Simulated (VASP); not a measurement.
Write the native input for VASP 6.6.1 that does the following.

```yaml
Task: single point
Functional: LDA
Potentials_or_basis: VASP PAW LDA potentials, release 64 (Bi_d)
Cutoff: 520 eV
k_mesh: 10 × 10 × 10
Occupations: gaussian, width 0.05 eV
Spin: no spin polarisation
Dipole_correction: no
Further_INCAR_settings: ALGO = Fast; EDIFF = 1e-07; NBANDS = 14
```

The structure of Bi lies in POSCAR:

```
Bi
1.0
   -4.4703561000      4.4703561000      1.4305640000
    4.4703561000     -4.4703561000      1.4305640000
    4.4703561000      4.4703561000     -1.4305640000
Bi
1
Direct
    0.0000000000      0.0000000000      0.0000000000
```

This cell differs from its parent crystal: strain +0.050 along x and y, +0.000 along z.

One way to write it, as run:

INCAR

```
SYSTEM = Bi
  PREC = Accurate
  ENCUT = 520
  EDIFF = 1E-7
  ISMEAR = 0
  SIGMA = 0.05
  LREAL = .FALSE.
  LASPH = .TRUE.
  NELM = 100
  ALGO = Fast
  ISIF = 2
  LWAVE = .FALSE.
  LCHARG = .TRUE.
  GGA = CA
  LELF = .TRUE.
  LVHAR = .TRUE.
  NBANDS = 14
```

KPOINTS

```
regular mesh
0
G
  10 10 10
  0 0 0
```

Potentials or basis: VASP PAW LDA potentials, release 64 (Bi_d).

Command:

```console
$ cat potpaw_LDA.64/Bi_d/POTCAR > POTCAR
$ mpirun -np 1 vasp_std > vasp.out
```

It gave:

```
Pressure               : -0.5 GPa
Band gap on the k mesh : zero (an odd number of electrons rules out a gap without spin polarisation)
```

Caveat: the cell differs from its parent crystal (strain +0.050 along x and y, +0.000 along z); spin-orbit coupling is left out, which moves the levels of the heavy elements.

It took 11 min on 1 thread of Intel Xeon 8259CL, with other jobs on the host, peak memory 0.34 GiB.
